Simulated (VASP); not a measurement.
# ZrSe2 (P-3m1) in VASP: relaxation of shape and atoms at fixed volume with PBE+D3(BJ)

Aim: the relaxation of shape and atoms at fixed volume of ZrSe2 with PBE+D3(BJ).

Everything below comes from runs of VASP 6.6.1. Logs are shortened: lines on timing, memory, paths and dates and some standing lists are left out, and cuts for length are marked.

**1. The cell of the first run**

The structure is trigonal, space group P-3m1 (No. 164). The conventional cell has a = 3.819 Å, b = 3.819 Å, c = 6.355 Å, α = 90.00°, β = 90.00°, γ = 120.00°. Zr (site symmetry -3m) has 6 Se at 2.73 Å within 3.6 Å. Within 3.6 Å of Se (site symmetry 3m) lie 3 Zr at 2.73 Å.

**2. Relaxation of shape and atoms at fixed volume, PBE+D3(BJ) (26.76 Å³/atom)**

The input, INCAR:

```
SYSTEM = ZrSe2
PREC = Accurate ; ENCUT = 500
EDIFF = 1E-7 ; ISMEAR = 0
SIGMA = 0.1 ; LREAL = .FALSE.
LASPH = .TRUE. ; NELM = 120
ALGO = Normal ; ISIF = 4
LWAVE = .FALSE. ; LCHARG = .FALSE.
GGA = PE ; IVDW = 12
IBRION = 2 ; NSW = 50
EDIFFG = -0.01 ; GGA_COMPAT = .FALSE.
NELMIN = 4
```

The input, KPOINTS:

```
Automatic mesh
0
G
  15 15 8
  0 0 0
```

The input, POSCAR:

```
ZrSe2
1.0
    3.8189972031      0.0000000000      0.0000000000
   -1.9094986016      3.3073485948      0.0000000000
    0.0000000000      0.0000000000      6.3550330092
Zr Se
1 2
Direct
    0.0000000000      0.0000000000      0.0000000000
    0.3333333333      0.6666666667      0.2534121448
    0.6666666667      0.3333333333      0.7465878552
```

Potentials or basis: VASP PAW PBE potentials, release 64 (Zr_sv, Se).

The run is started by

```console
$ cat potpaw_PBE.64/Zr_sv/POTCAR potpaw_PBE.64/Se/POTCAR > POTCAR
$ mpirun -np 1 vasp_std > vasp.out
```

OUTCAR:

```text
SYSTEM = ZrSe2
   PREC = Accurate
   ENCUT = 500
   EDIFF = 1E-7
   ISMEAR = 0
   LREAL = .FALSE.
   LASPH = .TRUE.
   NELM = 120
   ISIF = 4
   GGA = PE
   IVDW = 12
   IBRION = 2
   NSW = 50
   EDIFFG = -0.01
   NELMIN = 4
 IVDW          = 12

 ion  position               nearest neighbor table
   1  0.000  0.000  0.000-   2 2.73   3 2.73   2 2.73   3 2.73   3 2.73   2 2.73
   2  0.333  0.667  0.253-   1 2.73   1 2.73   1 2.73
   3  0.667  0.333  0.747-   1 2.73   1 2.73   1 2.73

  LATTYP: Found a hexagonal cell.
 ALAT       =     3.8189972031
 C/A-ratio  =     1.6640580423

  Lattice vectors:

 A1 = (   3.8189972031,   0.0000000000,   0.0000000000)
 A2 = (  -1.9094986016,   3.3073485948,   0.0000000000)
 A3 = (   0.0000000000,   0.0000000000,   6.3550330092)

Analysis of symmetry for initial positions (statically):
=====================================================================
 Subroutine PRICEL returns:
 Original cell was already a primitive cell.

 Routine SETGRP: Setting up the symmetry group for a
 hexagonal supercell.

 Subroutine GETGRP returns: Found 12 space group operations
 (whereof 12 operations were pure point group operations)
 out of a pool of 24 trial point group operations.

The static configuration has the point symmetry D_3d.

Analysis of symmetry for dynamics (positions and initial velocities):
=====================================================================
 Subroutine PRICEL returns:
 Original cell was already a primitive cell.

 Routine SETGRP: Setting up the symmetry group for a
 hexagonal supercell.

 Subroutine GETGRP returns: Found 12 space group operations
 (whereof 12 operations were pure point group operations)
 out of a pool of 24 trial point group operations.

The dynamic configuration has the point symmetry D_3d.

 Subroutine INISYM returns: Found 12 space group operations
 (whereof 12 operations are pure point group operations),
 and found     1 'primitive' translations

----------------------------------------------------------------------------------------

                                     Primitive cell

  volume of cell :      80.2689

  direct lattice vectors                    reciprocal lattice vectors
     3.818997203  0.000000000  0.000000000     0.261848843  0.151178500  0.000000000
    -1.909498602  3.307348595  0.000000000     0.000000000  0.302357000  0.000000000
     0.000000000  0.000000000  6.355033009     0.000000000  0.000000000  0.157355595

  length of vectors
     3.818997203  3.818997203  6.355033009     0.302357000  0.302357000  0.157355595

  position of ions in fractional coordinates (direct lattice)
[... 68 lines left out ...]
   ions per type =               1   2
   NGX,Y,Z   is equivalent  to a cutoff of  12.19, 12.19, 12.56 a.u.
   NGXF,Y,Z  is equivalent  to a cutoff of  24.38, 24.38, 25.11 a.u.
 SYSTEM =  ZrSe2
   PREC   = accura    normal or accurate (medium, high low for compatibility)
   ISTART =      0    job   : 0-new  1-cont  2-samecut
   ICHARG =      2    charge: 1-file 2-atom 10-const
   ISPIN  =      1    spin polarized calculation?
   LNONCOLLINEAR =      F non collinear calculations
   LSORBIT =      F    spin-orbit coupling
   LASPH  =      T    aspherical Exc in radial PAW
   ENCUT  =  500.0 eV  36.75 Ry    6.06 a.u.   6.96  6.96 11.59*2*pi/ulx,y,z
   NELM   =    120;   NELMIN=  4; NELMDL= -5     # of ELM steps
   EDIFF  = 0.1E-06   stopping-criterion for ELM
   LREAL  =      F    real-space projection
   EDIFFG = -.1E-01   stopping-criterion for IOM
   NSW    =     50    number of steps for IOM
   IBRION =      2    ionic relax: 0-MD 1-quasi-New 2-CG
   NFREE  =      1    steps in history (QN), initial steepest desc. (CG)
   ISIF   =      4    stress and relaxation
   ISYM   =      2    0-nonsym 1-usesym 2-fastsym
   POTIM  = 0.5000    time-step for ionic-motion
   TEBEG  =    0.0;   TEEND  =   0.0 temperature during run
   PSTRESS=    0.0 pullay stress
   NELECT =      24.0000    total number of electrons
   NUPDOWN=      -1.0000    fix difference up-down
   EMIN   =  10.00;   EMAX   =-10.00  energy-range for DOS
   EFERMI =   0.00;   METHOD = LEGACY
   ISMEAR =     0;   SIGMA  =   0.10  broadening in eV -4-tet -1-fermi 0-gaus
   EFERMI_NEDOS =   21; number of points for ismear=-14 and -15
   IALGO  =     38    algorithm
   IMIX   =      4    mixing-type and parameters
     AMIX     =   0.40;   BMIX     =  1.00
     AMIX_MAG =   1.60;   BMIX_MAG =  1.00
  volume/ion in A,a.u.               =      26.76       180.56
  Fermi-wavevector in a.u.,A,eV,Ry     =   1.094703  2.068688 16.304869  1.198374
  Thomas-Fermi vector in A             =   2.231012
   LORBIT       =      0    0 simple, 1 ext, 2 COOP (PROOUT), +10 PAW based schemes
   GGA     = PE    functional components
   LHFCALC =     F    Hartree Fock is set to
   AEXX    =    0.0000 exact exchange contribution
   IVDW    =    12    specifies the selected vdW correction
   LEPSILON=     F    determine dielectric tensor
   LRPA    =     F    only Hartree local field effects (RPA)
 conjugate gradient relaxation of ions
 non-spin polarized calculation
 Gauss-broadening in eV      SIGMA  =   0.10
  energy-cutoff  :      500.00
  volume of cell :       80.27
 maximum number of plane-waves:      2055
   NGX = 13   NGY = 13   NGZ = 23

--------------------------------------- Ionic step        1  -------------------------------------------

 number of electron      24.0000002 magnetization

 Free energy of the ion-electron system (eV)
  ---------------------------------------------------
  ext. energy  EPLUGINS =         0.00000000
  ---------------------------------------------------
  free energy    TOTEN  =       -19.57674682 eV

  energy without entropy =      -19.57672401  energy(sigma->0) =      -19.57673541

------------------------ aborting loop because EDIFF is reached ----------------------------------------

 Edisp (eV)   -1.09935

 E8    (eV) :    -0.4949
[... 155 lines left out ...]
--------------------------------------- Ionic step        5  -------------------------------------------

 number of electron      24.0000001 magnetization

 Free energy of the ion-electron system (eV)
  ---------------------------------------------------
  ext. energy  EPLUGINS =         0.00000000
  ---------------------------------------------------
  free energy    TOTEN  =       -19.59642485 eV

  energy without entropy =      -19.59639934  energy(sigma->0) =      -19.59641209

 E-fermi :   4.0304     XC(G=0):  -9.2482

 val. band max:        3.8718014495   @ k =   0.0000   0.0000   0.0000
 cond. band min:       4.2083538676   @ k =   0.4667   0.0000   0.5000
 fundamental gap:      0.3365524181
 Fermi energy:         4.0303525376

 k-point     1 :       0.0000    0.0000    0.0000
  band No.  band energies     occupation
      1     -45.6153      2.00000
      2     -23.6504      2.00000
      3     -23.5455      2.00000
      4     -23.5455      2.00000
      5      -9.2103      2.00000
      6      -8.1192      2.00000
[... 433 lines left out ...]
      3     -23.6253      2.00000
      4     -23.6038      2.00000
      5      -8.1686      2.00000
      6      -8.0345      2.00000
[... 8 lines left out ...]
     15       6.5100      0.00000
     16       7.8685      0.00000

 [... further k-points ...]

------------------------ aborting loop because EDIFF is reached ----------------------------------------

 Edisp (eV)   -1.09803

 E8    (eV) :    -0.4941
[... 26 lines left out ...]
  FREE ENERGIE OF THE ION-ELECTRON SYSTEM (eV)
  ---------------------------------------------------
  free  energy   TOTEN  =       -20.6944588841 eV

  energy  without entropy=      -20.6944333793  energy(sigma->0) =      -20.69444613

 reached required accuracy - stopping structural energy minimisation
```

It took 4.5 min on 1 thread of Intel Xeon 6975P-C (Granite Rapids), shared host; peak memory 0.39 GiB.

Results:

| Quantity | Value |
| --- | --- |
| Free energy | -20.6945 eV |
| Energy gained by relaxing | 6.1 meV/atom |
| Ionic steps | 5 |
| Pressure after relaxing | -1.9 GPa |
| Largest force after relaxing | 0.008 eV/Å |
| Band gap on the k mesh | 0.34 eV (least direct gap 1.10 eV) |
| Dispersion energy per atom | -0.366 eV |

Forces on the atoms (eV/Å):
```
Zr   0.000  0.000  0.000
Se   0.000  0.000 -0.008
Se   0.000  0.000  0.008
```

Step by step:
| step | energy change (eV) | largest force (eV/Å) | pressure (GPa) | volume (Å³) |
| --- | --- | --- | --- | --- |
| 1 | 0.0000 | 0.3594 | -3.93 | 80.27 |
| 2 | -0.0099 | 0.2004 | -3.23 | 80.27 |
| 3 | -0.0147 | 0.0046 | -2.33 | 80.27 |
| 4 | -0.0174 | 0.0007 | -2.11 | 80.27 |
| 5 | -0.0184 | 0.0082 | -1.88 | 80.27 |

Final structure:
```yaml
crystal:
  lattice:
    - [3.78722, 0.00000, 0.00000]
    - [-1.89361, 3.27983, 0.00000]
    - [0.00000, 0.00000, 6.46212]
  atoms:
    - { symbol: Zr, position: [0.00000, 0.00000, 0.00000] }
    - { symbol: Se, position: [0.33333, 0.66667, 0.24596] }
    - { symbol: Se, position: [0.66667, 0.33333, 0.75404] }
```

Caveat: an odd mesh through Γ misses points on the zone boundary, where band edges can lie.
